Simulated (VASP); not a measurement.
# Te2Mo (P6_3/mmc) in VASP: further runs

The runs below take Te2Mo through single point, with PBEsol.

Program: VASP 6.6.1. These are calculated values, not measurements. Logs are shortened: lines on timing, memory, paths and dates and some standing lists are left out, and cuts for length are marked.

### 1 The cell of the first run

The structure is hexagonal, space group P6_3/mmc (No. 194). Conventional cell: a = 3.494 Å, b = 3.494 Å, c = 13.726 Å, α = 90.00°, β = 90.00°, γ = 120.00°. Within 3.9 Å of Te (site symmetry 3m) lie 3 Mo at 2.71 Å and 10 Te at 3.49 to 3.83 Å. Mo (site symmetry -6m2) has 6 Te at 2.71 Å and 6 Mo at 3.49 Å within 3.6 Å.

### 2 Single point, PBEsol (strain along c alone, the other axes held: -2.0 %, then relaxed in part)

Input file INCAR:

```
SYSTEM = Te2Mo
PREC = Accurate
ENCUT = 520
EDIFF = 1E-6
ISMEAR = 0
SIGMA = 0.02
LREAL = .FALSE.
LASPH = .TRUE.
NELM = 80
ALGO = Normal
ISIF = 2
LWAVE = .FALSE.
LCHARG = .TRUE.
GGA = PS
LELF = .TRUE.
LVHAR = .TRUE.
NBANDS = 35
```

Input file KPOINTS:

```
Automatic mesh
0
G
  12 12 2
  0 0 0
```

Input file POSCAR:

```
Te2Mo
1.0
    3.4941841252      0.0000000000      0.0000000000
   -1.7470920626      3.0260522179      0.0000000000
    0.0000000000      0.0000000000     13.7255153023
Te Mo
4 2
Direct
    0.3333333333      0.6666666667      0.6187015262
    0.6666666667      0.3333333333      0.1187015262
    0.6666666667      0.3333333333      0.3812984738
    0.3333333333      0.6666666667      0.8812984738
    0.3333333333      0.6666666667      0.2500000000
    0.6666666667      0.3333333333      0.7500000000
```

Potentials or basis: VASP PAW PBE potentials, release 64 (Te, Mo_sv).

Command:

```console
> cat potpaw_PBE.64/Te/POTCAR potpaw_PBE.64/Mo_sv/POTCAR > POTCAR
> mpirun -np 1 vasp_std > vasp.out
```

OUTCAR:

```text
SYSTEM = Te2Mo
   PREC = Accurate
   ENCUT = 520
   EDIFF = 1E-6
   ISMEAR = 0
   LREAL = .FALSE.
   LASPH = .TRUE.
   NELM = 80
   ISIF = 2
   GGA = PS

 ion  position               nearest neighbor table
   1  0.333  0.667  0.619-   6 2.71   6 2.71   6 2.71   4 3.60
   2  0.667  0.333  0.119-   5 2.71   5 2.71   5 2.71   3 3.60
   3  0.667  0.333  0.381-   5 2.71   5 2.71   5 2.71   2 3.60
   4  0.333  0.667  0.881-   6 2.71   6 2.71   6 2.71   1 3.60
   5  0.333  0.667  0.250-   2 2.71   3 2.71   2 2.71   3 2.71   2 2.71   3 2.71
   6  0.667  0.333  0.750-   1 2.71   4 2.71   1 2.71   4 2.71   1 2.71   4 2.71

  LATTYP: Found a hexagonal cell.
 ALAT       =     3.4941841252
 C/A-ratio  =     3.9281030451

  Lattice vectors:

 A1 = (   3.4941841252,   0.0000000000,   0.0000000000)
 A2 = (  -1.7470920626,   3.0260522179,   0.0000000000)
 A3 = (   0.0000000000,   0.0000000000,  13.7255153023)

Analysis of symmetry for initial positions (statically):
=====================================================================
 Subroutine PRICEL returns:
 Original cell was already a primitive cell.

 Routine SETGRP: Setting up the symmetry group for a
 hexagonal supercell.

 Subroutine GETGRP returns: Found 24 space group operations
 (whereof 12 operations were pure point group operations)
 out of a pool of 24 trial point group operations.

The static configuration has the point symmetry D_3d.
 The point group associated with its full space group is D_6h.

Analysis of symmetry for dynamics (positions and initial velocities):
=====================================================================
 Subroutine PRICEL returns:
 Original cell was already a primitive cell.

 Routine SETGRP: Setting up the symmetry group for a
 hexagonal supercell.

 Subroutine GETGRP returns: Found 24 space group operations
 (whereof 12 operations were pure point group operations)
 out of a pool of 24 trial point group operations.

The dynamic configuration has the point symmetry D_3d.
 The point group associated with its full space group is D_6h.

 Subroutine INISYM returns: Found 24 space group operations
 (whereof 12 operations are pure point group operations),
 and found     1 'primitive' translations

----------------------------------------------------------------------------------------

                                     Primitive cell

  volume of cell :     145.1279

  direct lattice vectors                    reciprocal lattice vectors
     3.494184125  0.000000000  0.000000000     0.286189841  0.165231782  0.000000000
    -1.747092063  3.026052218  0.000000000     0.000000000  0.330463564  0.000000000
     0.000000000  0.000000000 13.725515302     0.000000000  0.000000000  0.072857010

  length of vectors
     3.494184125  3.494184125 13.725515302     0.330463564  0.330463564  0.072857010

  position of ions in fractional coordinates (direct lattice)
     0.333333333  0.666666667  0.618701526
     0.666666667  0.333333333  0.118701526
     0.666666667  0.333333333  0.381298474
     0.333333333  0.666666667  0.881298474
     0.333333333  0.666666667  0.250000000
     0.666666667  0.333333333  0.750000000

  ion indices of the primitive-cell ions
   primitive index   ion index
                 1           1
                 2           2
                 3           3
                 4           4
                 5           5
                 6           6

----------------------------------------------------------------------------------------

 KPOINTS: Automatic mesh

Automatic generation of k-mesh.
 Grid dimensions read from file:
 generate k-points for:   12   12    2

 Generating k-lattice:

  Cartesian coordinates                     Fractional coordinates (reciprocal lattice)
     0.023849153  0.013769315  0.000000000     0.083333333  0.000000000  0.000000000
     0.000000000  0.027538630  0.000000000     0.000000000  0.083333333  0.000000000
     0.000000000  0.000000000  0.036428505     0.000000000  0.000000000  0.500000000

  Length of vectors
     0.027538630  0.027538630  0.036428505

  Shift w.r.t. Gamma in fractional coordinates (k-lattice)
     0.000000000  0.000000000  0.000000000

 Subroutine IBZKPT returns following result:
 ===========================================

 Found     38 irreducible k-points:

 Following reciprocal coordinates:
            Coordinates               Weight
  0.000000  0.000000  0.000000      1.000000
  0.083333  0.000000  0.000000      6.000000
  0.166667  0.000000  0.000000      6.000000
  0.250000  0.000000  0.000000      6.000000
  0.333333 -0.000000  0.000000      6.000000
  0.416667  0.000000  0.000000      6.000000
[... 16 lines left out ...]
  0.250000  0.000000  0.500000      6.000000
  0.333333 -0.000000  0.500000      6.000000
 [... further k-points ...]
   k-points           NKPTS =     38   k-points in BZ     NKDIM =     38   number of bands    NBANDS=     35
   number of dos      NEDOS =    301   number of ions     NIONS =      6
   total plane-waves  NPLWV =  84672
   dimension x,y,z NGX =    28 NGY =   28 NGZ =  108
   dimension x,y,z NGXF=    56 NGYF=   56 NGZF=  216
   ions per type =               4   2
   NGX,Y,Z   is equivalent  to a cutoff of  13.32, 13.32, 13.08 a.u.
   NGXF,Y,Z  is equivalent  to a cutoff of  26.64, 26.64, 26.16 a.u.
 SYSTEM =  Te2Mo
   PREC   = accura    normal or accurate (medium, high low for compatibility)
   ISTART =      0    job   : 0-new  1-cont  2-samecut
   ICHARG =      2    charge: 1-file 2-atom 10-const
   ISPIN  =      1    spin polarized calculation?
   LNONCOLLINEAR =      F non collinear calculations
   LSORBIT =      F    spin-orbit coupling
   LASPH  =      T    aspherical Exc in radial PAW
   ENCUT  =  520.0 eV  38.22 Ry    6.18 a.u.   6.50  6.50 25.52*2*pi/ulx,y,z
   NELM   =     80;   NELMIN=  2; NELMDL= -5     # of ELM steps
   EDIFF  = 0.1E-05   stopping-criterion for ELM
   LREAL  =      F    real-space projection
   EDIFFG = 0.1E-04   stopping-criterion for IOM
   NSW    =      0    number of steps for IOM
   IBRION =     -1    ionic relax: 0-MD 1-quasi-New 2-CG
   NFREE  =      0    steps in history (QN), initial steepest desc. (CG)
   ISIF   =      2    stress and relaxation
   ISYM   =      2    0-nonsym 1-usesym 2-fastsym
   POTIM  = 0.5000    time-step for ionic-motion
   TEBEG  =    0.0;   TEEND  =   0.0 temperature during run
   PSTRESS=    0.0 pullay stress
   NELECT =      52.0000    total number of electrons
   NUPDOWN=      -1.0000    fix difference up-down
   EMIN   =  10.00;   EMAX   =-10.00  energy-range for DOS
   EFERMI =   0.00;   METHOD = LEGACY
   ISMEAR =     0;   SIGMA  =   0.02  broadening in eV -4-tet -1-fermi 0-gaus
   EFERMI_NEDOS =   21; number of points for ismear=-14 and -15
   IALGO  =     38    algorithm
   IMIX   =      4    mixing-type and parameters
     AMIX     =   0.40;   BMIX     =  1.00
     AMIX_MAG =   1.60;   BMIX_MAG =  1.00
  volume/ion in A,a.u.               =      24.19       163.23
  Fermi-wavevector in a.u.,A,eV,Ry     =   1.162766  2.197309 18.395414  1.352025
  Thomas-Fermi vector in A             =   2.299323
   LORBIT       =      0    0 simple, 1 ext, 2 COOP (PROOUT), +10 PAW based schemes
   GGA     = PS    functional components
   LHFCALC =     F    Hartree Fock is set to
   AEXX    =    0.0000 exact exchange contribution
   IVDW    =     0    specifies the selected vdW correction
   LEPSILON=     F    determine dielectric tensor
   LRPA    =     F    only Hartree local field effects (RPA)
 non-spin polarized calculation
 Gauss-broadening in eV      SIGMA  =   0.02
  energy-cutoff  :      520.00
  volume of cell :      145.13
 maximum number of plane-waves:      4000
 NGX is ok and might be reduce to    28
   NGX = 13   NGY = 13   NGZ = 51

 number of electron      51.9999998 magnetization

 Free energy of the ion-electron system (eV)
  ---------------------------------------------------
  ext. energy  EPLUGINS =         0.00000000
  ---------------------------------------------------
  free energy    TOTEN  =       -39.38692744 eV

  energy without entropy =      -39.38692744  energy(sigma->0) =      -39.38692744

 E-fermi :   8.6021     XC(G=0): -10.7573

 val. band max:        8.4871541982   @ k =   0.0000   0.0000   0.0000
 cond. band min:       9.1328328250   @ k =   0.2500   0.1667   0.0000
 fundamental gap:      0.6456786268
 Fermi energy:         8.6020857855

 k-point     1 :       0.0000    0.0000    0.0000
  band No.  band energies     occupation
      1     -52.2806      2.00000
      2     -52.2806      2.00000
      3     -26.4907      2.00000
      4     -26.4907      2.00000
      5     -26.3455      2.00000
      6     -26.3455      2.00000
[... 27 lines left out ...]
     34      11.9329      0.00000
     35      14.2449      0.00000

 k-point     2 :       0.0833    0.0000    0.0000
  band No.  band energies     occupation
      1     -52.2799      2.00000
      2     -52.2799      2.00000
      3     -26.4885      2.00000
      4     -26.4885      2.00000
      5     -26.3551      2.00000
      6     -26.3551      2.00000
[... 27 lines left out ...]
     34      11.7377      0.00000
     35      14.7185      0.00000

 k-point     3 :       0.1667    0.0000    0.0000
  band No.  band energies     occupation
      1     -52.2779      2.00000
      2     -52.2779      2.00000
      3     -26.4827      2.00000
      4     -26.4827      2.00000
      5     -26.3815      2.00000
      6     -26.3815      2.00000
[... 27 lines left out ...]
     34      11.9352      0.00000
     35      14.9045      0.00000
[... 723 lines left out ...]
 k-point    23 :       0.2500    0.0000    0.5000
  band No.  band energies     occupation
      1     -52.2752      2.00000
      2     -52.2752      2.00000
      3     -26.4746      2.00000
      4     -26.4746      2.00000
      5     -26.4172      2.00000
      6     -26.4172      2.00000
[... 27 lines left out ...]
     34      11.9212      0.00000
     35      14.4697      0.00000

 k-point    24 :       0.3333   -0.0000    0.5000
  band No.  band energies     occupation
      1     -52.2724      2.00000
      2     -52.2724      2.00000
      3     -26.4666      2.00000
      4     -26.4666      2.00000
      5     -26.4526      2.00000
      6     -26.4526      2.00000
[... 27 lines left out ...]
     34      11.9934      0.00000
     35      13.5637      0.00000

 [... further k-points ...]

------------------------ aborting loop because EDIFF is reached ----------------------------------------

  FORCE on cell =-STRESS in cart. coord.  units (eV):
  Direction    XX          YY          ZZ          XY          YZ          ZX
  --------------------------------------------------------------------------------------
  -------------------------------------------------------------------------------------
  Total        0.2877888      0.2877888      1.0245951      0.0000000      0.0000000      0.0000000
  in kB        3.1771203      3.1771203     11.3112861      0.0000000      0.0000000      0.0000000
  external PRESSURE =       5.8885089 kB  Pullay stress =       0.0000000 kB

 VOLUME and BASIS-vectors are now :
 -----------------------------------------------------------------------------
  energy-cutoff  :      520.00
  volume of cell :      145.13
      direct lattice vectors                 reciprocal lattice vectors
     3.494184125  0.000000000  0.000000000     0.286189841  0.165231782  0.000000000
    -1.747092063  3.026052218  0.000000000     0.000000000  0.330463564  0.000000000
     0.000000000  0.000000000 13.725515302     0.000000000  0.000000000  0.072857010

 POSITION                                       TOTAL-FORCE (eV/Angst)
 -----------------------------------------------------------------------------------
     -0.00000      2.01737      8.49200         0.000000     -0.000000     -0.028068
      1.74709      1.00868      1.62924         0.000000      0.000000     -0.028068
      1.74709      1.00868      5.23352        -0.000000      0.000000      0.028068
     -0.00000      2.01737     12.09628         0.000000     -0.000000      0.028068
     -0.00000      2.01737      3.43138         0.000000     -0.000000      0.000000
      1.74709      1.00868     10.29414        -0.000000      0.000000      0.000000
 -----------------------------------------------------------------------------------
    total drift:                               -0.000000      0.000000     -0.000000

  FREE ENERGIE OF THE ION-ELECTRON SYSTEM (eV)
  ---------------------------------------------------
  free  energy   TOTEN  =       -39.3869274381 eV

  energy  without entropy=      -39.3869274381  energy(sigma->0) =      -39.38692744
```

It took 4.7 min on 1 thread of Intel Xeon 8259CL, shared host; peak memory 0.38 GiB.

Results:

```
Free energy            : -39.3869 eV
Pressure               : 0.6 GPa
Largest force          : 0.028 eV/Å
Band gap on the k mesh : 0.65 eV (least direct gap 1.07 eV)
```

Forces on the atoms (eV/Å):
```
Te   0.000  0.000 -0.028
Te   0.000  0.000 -0.028
Te   0.000  0.000  0.028
Te   0.000  0.000  0.028
Mo   0.000  0.000  0.000
Mo   0.000  0.000  0.000
```

Caveat: the cell differs from its parent crystal (strain along c alone, the other axes held: -2.0 %, then relaxed in part); semilocal functionals underestimate gaps, and a narrow one can read as zero; the PAW data sets were made with another functional, which shifts forces and pressure a little; spin-orbit coupling is left out, which moves the levels of the heavy elements; this functional lacks dispersion, which binds layers or chains, so the pressure and a relaxed spacing across them are unreliable. A k mesh can miss the band edges.

### 3 Single point, PBEsol

This run uses another cell than the first one, of 24.68 Å³/atom.

Input file INCAR:

```
SYSTEM = Te2Mo
PREC = Accurate ; ENCUT = 520
EDIFF = 1E-6 ; ISMEAR = 0
SIGMA = 0.02 ; LREAL = .FALSE.
LASPH = .TRUE. ; NELM = 60
ALGO = Normal ; ISIF = 2
LWAVE = .FALSE. ; LCHARG = .FALSE.
GGA = PS ; NBANDS = 35
```

Input file KPOINTS:

```
regular mesh
0
G
  12 12 2
  0 0 0
```

Input file POSCAR:

```
Te2Mo
1.0
    3.4941841252      0.0000000000      0.0000000000
   -1.7470920626      3.0260522179      0.0000000000
    0.0000000000      0.0000000000     14.0056278595
Te Mo
4 2
Direct
    0.3333333333      0.6666666667      0.6211204770
    0.6666666667      0.3333333333      0.1211204770
    0.6666666667      0.3333333333      0.3788795230
    0.3333333333      0.6666666667      0.8788795230
    0.3333333333      0.6666666667      0.2500000000
    0.6666666667      0.3333333333      0.7500000000
```

Potentials or basis: VASP PAW PBE potentials, release 64 (Te, Mo_sv).

Command:

```console
> cat potpaw_PBE.64/Te/POTCAR potpaw_PBE.64/Mo_sv/POTCAR > POTCAR
> mpirun -np 1 vasp_std > vasp.out
```

OUTCAR:

```text
SYSTEM = Te2Mo
   PREC = Accurate
   ENCUT = 520
   EDIFF = 1E-6
   ISMEAR = 0
   LREAL = .FALSE.
   LASPH = .TRUE.
   NELM = 60
   ISIF = 2
   GGA = PS

 ion  position               nearest neighbor table
   1  0.333  0.667  0.621-   6 2.71   6 2.71   6 2.71   4 3.61
   2  0.667  0.333  0.121-   5 2.71   5 2.71   5 2.71   3 3.61
   3  0.667  0.333  0.379-   5 2.71   5 2.71   5 2.71   2 3.61
   4  0.333  0.667  0.879-   6 2.71   6 2.71   6 2.71   1 3.61
   5  0.333  0.667  0.250-   2 2.71   3 2.71   2 2.71   3 2.71   2 2.71   3 2.71
[... 1123 lines left out ...]
  -------------------------------------------------------------------------------------
  Total        0.0792404      0.0792404      0.2054861      0.0000000     -0.0000000      0.0000000
  in kB        0.8572991      0.8572991      2.2231473      0.0000000     -0.0000000      0.0000000
  external PRESSURE =       1.3125818 kB  Pullay stress =       0.0000000 kB

 VOLUME and BASIS-vectors are now :
 -----------------------------------------------------------------------------
  energy-cutoff  :      520.00
  volume of cell :      148.09
      direct lattice vectors                 reciprocal lattice vectors
     3.494184125  0.000000000  0.000000000     0.286189841  0.165231782  0.000000000
    -1.747092063  3.026052218  0.000000000     0.000000000  0.330463564  0.000000000
     0.000000000  0.000000000 14.005627860     0.000000000  0.000000000  0.071399869

 POSITION                                       TOTAL-FORCE (eV/Angst)
 -----------------------------------------------------------------------------------
     -0.00000      2.01737      8.69918         0.000000      0.000000     -0.032718
      1.74709      1.00868      1.69637         0.000000     -0.000000     -0.032718
      1.74709      1.00868      5.30645         0.000000     -0.000000      0.032718
     -0.00000      2.01737     12.30926         0.000000      0.000000      0.032718
     -0.00000      2.01737      3.50141        -0.000000      0.000000      0.000000
      1.74709      1.00868     10.50422         0.000000     -0.000000      0.000000
 -----------------------------------------------------------------------------------
    total drift:                                0.000000     -0.000000      0.000000

  FREE ENERGIE OF THE ION-ELECTRON SYSTEM (eV)
  ---------------------------------------------------
  free  energy   TOTEN  =       -39.3954691246 eV

  energy  without entropy=      -39.3954691246  energy(sigma->0) =      -39.39546912
```

OSZICAR:

```text
N       E                     dE             d eps       ncg     rms          rms(c)
DAV:   1     0.389875322179E+03    0.38988E+03   -0.26919E+04  3076   0.133E+03
DAV:   2    -0.189767489341E+02   -0.40885E+03   -0.39571E+03  3283   0.319E+02
DAV:   3    -0.403501281087E+02   -0.21373E+02   -0.20951E+02  3249   0.628E+01
DAV:   4    -0.408473864081E+02   -0.49726E+00   -0.49476E+00  3122   0.949E+00
DAV:   5    -0.408595001735E+02   -0.12114E-01   -0.12109E-01  3396   0.154E+00    0.234E+01
DAV:   6    -0.399203770278E+02    0.93912E+00   -0.61683E+00  2914   0.135E+01    0.894E+00
DAV:   7    -0.398425462940E+02    0.77831E-01   -0.48836E+00  2789   0.106E+01    0.623E+00
DAV:   8    -0.393994180639E+02    0.44313E+00   -0.10383E+00  2820   0.551E+00    0.284E+00
DAV:   9    -0.394039677454E+02   -0.45497E-02   -0.20281E-01  3091   0.201E+00    0.122E+00
DAV:  10    -0.393953589032E+02    0.86088E-02   -0.37596E-02  2882   0.114E+00    0.386E-01
DAV:  11    -0.393956532451E+02   -0.29434E-03   -0.23825E-03  2934   0.233E-01    0.233E-01
DAV:  12    -0.393955481313E+02    0.10511E-03   -0.31001E-04  3100   0.876E-02    0.196E-01
DAV:  13    -0.393954866251E+02    0.61506E-04   -0.99397E-05  2885   0.517E-02    0.105E-01
DAV:  14    -0.393954739499E+02    0.12675E-04   -0.27141E-05  3016   0.246E-02    0.532E-02
DAV:  15    -0.393954701063E+02    0.38436E-05   -0.45539E-06  2612   0.111E-02    0.247E-02
DAV:  16    -0.393954691246E+02    0.98168E-06   -0.16562E-06  1771   0.717E-03
   1 F= -.39395469E+02 E0= -.39395469E+02  d E =-.432450E-30
```

Wall time 4.5 min (1 thread of Intel Xeon 8259CL, shared host); peak memory 0.38 GiB.

What came out:

```yaml
Free_energy: -39.3955 eV
Pressure: 0.1 GPa
Largest_force: 0.033 eV/Å
Band_gap_on_the_k_mesh: 0.77 eV (least direct gap 1.09 eV)
```

Forces in eV/Å, atoms in the order of the input:
```
Te   0.000  0.000 -0.033
Te   0.000  0.000 -0.033
Te   0.000  0.000  0.033
Te   0.000  0.000  0.033
Mo   0.000  0.000  0.000
Mo   0.000  0.000  0.000
```

Stress tensor (GPa, compression positive):
```
0.09 0.00 0.00
0.00 0.09 0.00
0.00 0.00 0.22
```

Caveat: semilocal functionals underestimate gaps, and a narrow one can read as zero; the PAW data sets were made with another functional, which shifts forces and pressure a little; spin-orbit coupling is left out, which moves the levels of the heavy elements; this functional lacks dispersion, which binds layers or chains, so the pressure and a relaxed spacing across them are unreliable.

[end of part 1 of 2]
